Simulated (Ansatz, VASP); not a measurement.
## One calculation of BN, two programs

```
B N
1.0
     2.50611    0.00000    0.00000
    -1.25306    2.17036    0.00000
     0.00000    0.00000    6.59240
B N
2 2
Direct
  0.87002 0.97051 0.50000
  0.44357 0.65626 0.00000
  0.11890 0.00803 0.00000
  0.56301 0.35609 0.50000
```

Change from the starting cell: mode 4 frozen in at -0.289 Å and mode 10 at -0.064 Å (largest displacements).

Alike in both runs: task single point; functional PBE; dispersion D3(BJ); k mesh 12 × 12 × 4; occupations methfessel-paxton of order 1, width 0.05 eV; no spin polarisation.

|  | VASP | Ansatz |
| --- | --- | --- |
| version | VASP 6.6.1 | Ansatz 0.2.0 |
| potentials or method | VASP PAW PBE potentials, release 64 (B, N), cutoff 520 eV | scalar-relativistic, plane waves, PAW |
| valence electrons in the cell | 16 | 16 |

Ansatz gave:

| Item | Value |
| --- | --- |
| gap on the k mesh at the Fermi level (eV) | 3.83 |
| least direct gap on the mesh (eV) | 4.18 |
| pressure (GPa) | 3.2 |
| traceless stress, the component that is largest in VASP (GPa) | 11.63 |
| rms of the force components (eV/Å) | 2.375 |

Task: What did VASP give for the same quantities?

Result: gap on the k mesh at the Fermi level (eV): 3.82; least direct gap on the mesh (eV): 4.17; pressure (GPa): 3.2; traceless stress, the component that is largest in VASP (GPa): 11.72; rms of the force components (eV/Å): 2.370.

Atom by atom the forces differ by 0.005 eV/Å (rms over components).
